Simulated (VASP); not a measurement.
Input of a VASP 6.6.1 run:

INCAR

```
PREC = Accurate
ENCUT = 520
EDIFF = 1E-7
ISMEAR = 0
SIGMA = 0.05
LREAL = False
LASPH = True
NELM = 60
ALGO = Normal
ISIF = 2
LWAVE = False
LCHARG = False
GGA = PE
NBANDS = 24
```

KPOINTS

```
regular mesh
0
Gamma
  9 9 6
```

File POSCAR:

```
CaO
1.0
    4.0933782885      0.0000000000      0.0000000000
   -2.0466891443      3.5449695852      0.0000000000
    0.0000000000      0.0000000000      4.3561731747
Ca O
2 2
Direct
    0.3333333333      0.6666666667      0.7500000000
    0.6666666667      0.3333333333      0.2500000000
    0.3333333333      0.6666666667      0.2500000000
    0.6666666667      0.3333333333      0.7500000000
```

Potentials or basis: VASP PAW PBE potentials, release 64 (Ca_sv, O).

Run with:

```bash
$ cat potpaw_PBE.64/Ca_sv/POTCAR potpaw_PBE.64/O/POTCAR > POTCAR
$ mpirun -np 1 vasp_std > vasp.out
```

Question: Estimate the band gap on the k mesh.

Answer: 2.67 eV.

Question: What does it give for the pressure?

Answer: 10.6 GPa.

Stress tensor (GPa, compression positive):
```
 1.45  0.00  0.00
 0.00  1.45  0.00
 0.00  0.00 28.90
```

Caveat: the stress differs along the axes, from 1 to 29 GPa. A k mesh can miss the band edges.
